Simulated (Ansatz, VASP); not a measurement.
**CaS in VASP and in Ansatz**

INCAR

```
PREC = Accurate
ENCUT = 500
EDIFF = 1E-6
ISMEAR = -1
SIGMA = 0.01
LREAL = F
LASPH = T
NELM = 120
ALGO = Normal
ISIF = 2
LWAVE = F
LCHARG = F
GGA = PS
NBANDS = 15
GGA_COMPAT = F
```

The input KPOINTS:

```
regular mesh
0
Gamma
  7 7 7
```

POSCAR

```
CaS
1.0
    0.0000000000      2.8430000000      2.8430000000
    2.8430000000      0.0000000000      2.8430000000
    2.8430000000      2.8430000000      0.0000000000
Ca S
1 1
Direct
    0.0000000000      0.0000000000      0.0000000000
    0.5000000000      0.5000000000      0.5000000000
```

Input for Ansatz:

```yaml
crystal:
  lattice:
    - [0.0, 2.843, 2.843]
    - [2.843, 0.0, 2.843]
    - [2.843, 2.843, 0.0]
  atoms:
    - { symbol: Ca, position: [0.0, 0.0, 0.0] }
    - { symbol: S, position: [0.5, 0.5, 0.5] }
kpoints:
  mp_grid: { grid: [7, 7, 7] }
  band_path:
    path:
      - [0.0, 0.0, 0.0]
      - [0.5, 0.0, 0.5]
      - [0.625, 0.25, 0.625]
      - [0.375, 0.375, 0.75]
      - [0.0, 0.0, 0.0]
      - [0.5, 0.5, 0.5]
      - [0.5, 0.25, 0.75]
      - [0.5, 0.0, 0.5]
    npoints: 5
scf:
  occupations: { method: fermi_dirac, width: 0.01 }
hamiltonian:
  xc: pbesol
  pseudopotentials: { kind: all_electron, lapw: { basis_error: 0.00025 } }
output:
  forces: true
  stress: true
  eigenvalues: true
```

Alike in both runs: task single point; functional PBEsol; k mesh 7 × 7 × 7; occupations fermi-dirac, width 0.01 eV; no spin polarisation.

```csv
,VASP,Ansatz
version,VASP 6.6.1,Ansatz 0.2.0
potentials or method,"VASP PAW PBE potentials, release 64 (Ca_sv, S), cutoff 500 eV","all-electron LAPW, scalar-relativistic"
```

```csv
,VASP,Ansatz,Ansatz less VASP
gap on the k mesh at the Fermi level (eV),2.29,2.30,+0.006
pressure (GPa),-1.5,-1.6,-0.18
```

VASP's potentials were made for PBE, not for PBEsol. Ansatz ran all-electron here, and VASP with PAW potentials.
